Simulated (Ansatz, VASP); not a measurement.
**One calculation of Cd, two programs**

```xyz
3
Lattice="4.9599 0.0000 0.0000 -2.4799 4.2954 0.0000 0.0000 0.0000 3.1556" Properties=species:S:1:pos:R:3 pbc="T T T"
Cd    0.0000    0.0000    0.0000
Cd    0.0000    2.8636    1.5778
Cd    2.4799    1.4318    1.5778
```

Alike in both runs: functional r2SCAN; k mesh 12 × 12 × 14; occupations gaussian, width 0.1 eV; no spin polarisation.

Ansatz relaxed the structure, and its values are those at the end. VASP's run is a single point on that final structure, the one shown.

```csv
,VASP,Ansatz
version,VASP 6.6.1,Ansatz 0.2.0
potentials or method,"VASP PAW PBE potentials, release 64 (Cd), cutoff 520 eV","scalar-relativistic, plane waves, PAW"
valence electrons in the cell,36,60
```

```tsv
	VASP	Ansatz	Ansatz less VASP
gap on the k mesh at the Fermi level (eV)	none	none	-
pressure (GPa)	0.3	0.0	-0.31
```

VASP's potentials were made for PBE, not for r2SCAN. A gap of «none» marks a metal or a gap that the smearing closes. VASP's potentials hold 36 valence electrons a cell and Ansatz's 60, so a difference there can come from the potentials and not from the codes.
